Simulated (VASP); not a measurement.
Wanted: the native input for a VASP 6.6.1 run.

```
Task                   : single point
Functional             : LDA
Potentials or basis    : VASP PAW LDA potentials, release 64 (Li_sv)
Cutoff                 : 520 eV
k mesh                 : 18 × 18 × 18
Occupations            : gaussian, width 0.15 eV
Spin                   : no spin polarisation
Dipole correction      : no
Further INCAR settings : ALGO = Fast; EDIFF = 1e-06; NBANDS = 8
```

The structure of Li lies in POSCAR:

```
Li
1.0
    0.0000000000      2.2680600000      2.2680600000
    2.2680600000      0.0000000000      2.2680600000
    2.2680600000      2.2680600000      0.0000000000
Li
1
Direct
    0.0000000000      0.0000000000      0.0000000000
```

This isn't the form of Li at room conditions, which is bcc.

This cell differs from its parent crystal: strain +0.030 along x and y, +0.030 along z.

The input as run:

INCAR

```
PREC     = Accurate       # precision mode
ENCUT    = 520            # plane-wave cutoff, eV
EDIFF    = 1E-6           # SCF threshold, eV
ISMEAR   = 0              # smearing method
SIGMA    = 0.15           # smearing width, eV
LREAL    = False          # projectors in reciprocal space
LASPH    = True           # aspherical terms in the spheres
NELM     = 60             # most SCF steps
ALGO     = Fast           # electronic algorithm
ISIF     = 2              # what is computed and relaxed
LWAVE    = False          # write WAVECAR
LCHARG   = False          # write CHGCAR
GGA      = CA             # functional
NBANDS   = 8              # bands
```

KPOINTS

```
regular mesh
0
Gamma
  18 18 18
```

Potentials or basis: VASP PAW LDA potentials, release 64 (Li_sv).

Command:

```console
$ cat potpaw_LDA.64/Li_sv/POTCAR > POTCAR
$ mpirun -np 1 vasp_std > vasp.out
```

Results of the run:

| Item | Value |
| --- | --- |
| Band gap on the k mesh | zero (an odd number of electrons rules out a gap without spin polarisation) |

Caveat: the cell differs from its parent crystal (strain +0.030 along x and y, +0.030 along z).

It took 9.5 s on 1 thread of Intel(R) Xeon(R) 6975P-C (Granite Rapids) (shared host), peak memory 0.13 GiB.
